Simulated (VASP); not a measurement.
Pd:

```xyz
1
Lattice="0.0000 1.9587 1.9587 1.9587 0.0000 1.9587 1.9587 1.9587 0.0000" Properties=species:S:1:pos:R:3 pbc="T T T"
Pd    0.0000    0.0000    0.0000
```

* Program: VASP 6.6.1
* Task: relaxation of cell and atoms
* Functional: PBEsol
* Potentials or basis: VASP PAW PBE potentials, release 64 (Pd)
* Cutoff: 600 eV
* k mesh: 18 × 18 × 18
* Occupations: gaussian, width 0.1 eV
* Spin: no spin polarisation

At the start: pressure -6.4 GPa; volume 15.03 Å³/atom.

Q: Where does the relaxation end?

A: Over 4 steps the energy falls by 10.6 meV/atom and the volume is 14.52 Å³/atom (-3.4 %); space group Fm-3m (No. 225, to 0.05 Å).

Step by step:
| step | energy change (eV) | largest force (eV/Å) | pressure (GPa) | volume (Å³) |
| --- | --- | --- | --- | --- |
| 1 | 0.0000 | 0.0000 | -6.43 | 15.03 |
| 2 | 0.0186 | 0.0000 | 12.95 | 13.75 |
| 3 | -0.0106 | 0.0000 | -0.10 | 14.53 |
| 4 | -0.0106 | 0.0000 | 0.04 | 14.52 |

Final structure:
```
Pd
1.0
     0.00000    1.93624    1.93624
     1.93624    0.00000    1.93624
     1.93624    1.93624    0.00000
Pd
1
Cartesian
  3.8725 1.9362 1.9362
```

Caveat: the PAW data sets were made with another functional, which shifts forces and pressure a little.
